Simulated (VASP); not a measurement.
PbO (Litharge): single point with BLYP

PbO (Litharge):

```xyz
4
Lattice="4.0683 0.0000 0.0000 0.0000 4.0683 0.0000 0.0000 0.0000 5.1083" Properties=species:S:1:pos:R:3 pbc="T T T"
Pb    2.0341    0.0000    3.8823
Pb    0.0000    2.0341    1.2260
O     2.0341    2.0341    0.0000
O     0.0000    0.0000    0.0000
```

```json
{
 "Program": "VASP 6.6.1",
 "Task": "single point",
 "Functional": "BLYP",
 "Potentials or basis": "VASP PAW PBE potentials, release 64 (Pb_d, O)",
 "Cutoff": "600 eV",
 "k mesh": "7 × 7 × 6",
 "Occupations": "fermi-dirac, width 0.05 eV",
 "Spin": "no spin polarisation",
 "Dipole correction": "no",
 "Further INCAR settings": "ALGO = Normal; EDIFF = 1e-06; NBANDS = 28"
}
```

| Quantity | Value |
| --- | --- |
| Pressure | 1.9 GPa |
| Largest force | 0.408 eV/Å |
| Band gap on the k mesh | 1.58 eV, indirect (least direct gap 2.29 eV) |

Forces in eV/Å, atoms in the order of the input:
```
Pb   0.000  0.000  0.408
Pb   0.000  0.000 -0.408
O    0.000  0.000  0.000
O    0.000  0.000  0.000
```

Stress tensor (GPa, compression positive):
```
2.32 0.00 0.00
0.00 2.32 0.00
0.00 0.00 1.18
```

Levels at points of the mesh, in eV from the valence-band top:
```
           k point  band 16  band 17  band 18  band 19  band 20  band 21  band 22  band 23  band 24  band 25
(0.00, 0.00, 0.00)    -3.67    -1.36    -1.26    -1.26     0.00     2.39     5.40     5.40     5.53     6.43
(0.00, 0.00, 0.50)    -3.52    -1.40    -1.29    -1.29    -0.72     2.13     3.93     3.93     4.23     8.24
```

It took 90 s on 1 thread of AMD EPYC 9R45 96-Core Processor (Zen 5) (shared host), peak memory 0.24 GiB.

Caveat: the PAW data sets were made with another functional, which shifts forces and pressure a little; spin-orbit coupling is left out, which moves the levels of the heavy elements. A k mesh can miss the band edges.
